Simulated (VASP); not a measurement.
The system is As3Au.

```
As Au
1.0
     4.29055    0.00000    0.00000
     0.00000    4.29055    0.00000
     0.00000    0.00000    4.29055
As Au
3 1
Direct
  0.00000 0.50000 0.50000
  0.50000 0.00000 0.50000
  0.50000 0.50000 0.00000
  0.00000 0.00000 0.00000
```

| Property | Result |
| --- | --- |
| Program | VASP 6.6.1 |
| Task | relaxation of cell and atoms |
| Functional | PBE |
| Potentials or basis | VASP PAW PBE potentials, release 64 (As, Au) |
| Cutoff | 600 eV |
| k mesh | 12 × 12 × 12 |
| Occupations | gaussian, width 0.1 eV |
| Spin | no spin polarisation |

At the start: pressure -1.8 GPa; volume 19.75 Å³/atom.

Q: Where does the relaxation end?

A: Over 3 steps the energy falls by 2.5 meV/atom and the volume is 19.31 Å³/atom (-2.2 %); space group Pm-3m (No. 221, to 0.1 Å) before and after.

The path:
| step | energy change (eV) | largest force (eV/Å) | pressure (GPa) | volume (Å³) |
| --- | --- | --- | --- | --- |
| 1 | 0.0000 | 0.0000 | -1.82 | 78.98 |
| 2 | -0.0077 | 0.0000 | 0.94 | 76.45 |
| 3 | -0.0100 | 0.0000 | 0.00 | 77.25 |

Final structure:
```
CELL_PARAMETERS angstrom
4.25899 0.00000 0.00000
0.00000 4.25899 0.00000
0.00000 0.00000 4.25899
ATOMIC_POSITIONS crystal
As 0.00000 0.50000 0.50000
As 0.50000 0.00000 0.50000
As 0.50000 0.50000 0.00000
Au 0.00000 0.00000 0.00000
```
